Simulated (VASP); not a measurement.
Wanted: the native input for a VASP 6.6.1 run.

| Property | Result |
| --- | --- |
| Task | single point |
| Functional | PBEsol |
| Potentials or basis | VASP PAW PBE potentials, release 64 (Mg, Tl_d) |
| Cutoff | 520 eV |
| k mesh | 14 × 14 × 14 |
| Occupations | gaussian, width 0.15 eV |
| Spin | no spin polarisation |
| Dipole correction | no |
| Further INCAR settings | ALGO = Normal; EDIFF = 1e-06; NBANDS = 14 |

The structure of MgTl lies in POSCAR:

```
MgTl
1.0
    3.8468018826      0.9617004707      0.9617004707
    0.9617004707      3.8468018826      0.9617004707
    0.9617004707      0.9617004707      3.8468018826
Mg Tl
1 1
Direct
    0.0000000000      0.0000000000      0.0000000000
    0.5000000000      0.5000000000      0.5000000000
```

This cell differs from its parent crystal: ratio of the length along [111] to the lengths across it x 2.0, volume and fractional coordinates fixed.

These files were run (other wordings do the same):

INCAR

```
SYSTEM = MgTl
  ALGO = Normal
  EDIFF = 1E-6
  ENCUT = 520
  GGA = PS
  ISIF = 2
  ISMEAR = 0
  LASPH = .TRUE.
  LCHARG = .FALSE.
  LREAL = .FALSE.
  LWAVE = .FALSE.
  NBANDS = 14
  NELM = 60
  PREC = Accurate
  SIGMA = 0.15
```

KPOINTS

```
k-points
0
G
  14 14 14
  0 0 0
```

Potentials or basis: VASP PAW PBE potentials, release 64 (Mg, Tl_d).

Launch:

```sh
$ cat potpaw_PBE.64/Mg/POTCAR potpaw_PBE.64/Tl_d/POTCAR > POTCAR
$ mpirun -np 1 vasp_std > vasp.out
```

It gave:

```json
{"Pressure": "4.1 GPa"}
```

Caveat: the PAW data sets were made with another functional, which shifts forces and pressure a little.

It took 23 s on 1 thread of Intel(R) Xeon(R) 6975P-C (Granite Rapids), on a shared host, peak memory 0.22 GiB.
